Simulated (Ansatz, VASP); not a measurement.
## Two plane-wave programs on Ga2O3

```
CELL_PARAMETERS angstrom
6.24996 -1.54995 -0.00258
6.24996 1.54995 -0.00258
-1.41131 0.00000 5.57638
ATOMIC_POSITIONS crystal
Ga 0.34143 0.34143 0.68679
Ga 0.65857 0.65857 0.31321
Ga 0.91292 0.91292 0.21042
Ga 0.08708 0.08708 0.78958
O 0.50299 0.50299 0.74083
O 0.49701 0.49701 0.25917
O 0.82548 0.82548 0.43345
O 0.17452 0.17452 0.56655
O 0.16009 0.16009 0.10830
O 0.83991 0.83991 0.89170
```

Change from the starting cell: epitaxial_xy strain +2.0%.

Alike in both runs: task single point; functional r2SCAN; k mesh 8 × 8 × 4; no spin polarisation.

```csv
,VASP,Ansatz
version,VASP 6.6.1,Ansatz 0.2.0
potentials or method,"VASP PAW PBE potentials, release 64 (Ga_d, O)","plane waves, PAW"
plane-wave cutoff (eV),520,500
occupations,"gaussian, width 0.01 eV",fixed
valence electrons in the cell,88,88
```

|  | VASP | Ansatz | Ansatz less VASP |
| --- | --- | --- | --- |
| gap on the k mesh at the Fermi level (eV) | 2.71 | 2.73 | +0.016 |
| pressure (GPa) | -3.0 | -4.7 | -1.67 |
| traceless stress, the component that is largest in VASP (GPa) | 4.64 | 4.69 | +0.051 |
| rms of the force components (eV/Å) | 0.034 | 0.000 | -0.0334 |

VASP's potentials were made for PBE, not for r2SCAN. Atom by atom the forces differ by 0.034 eV/Å (rms over components).
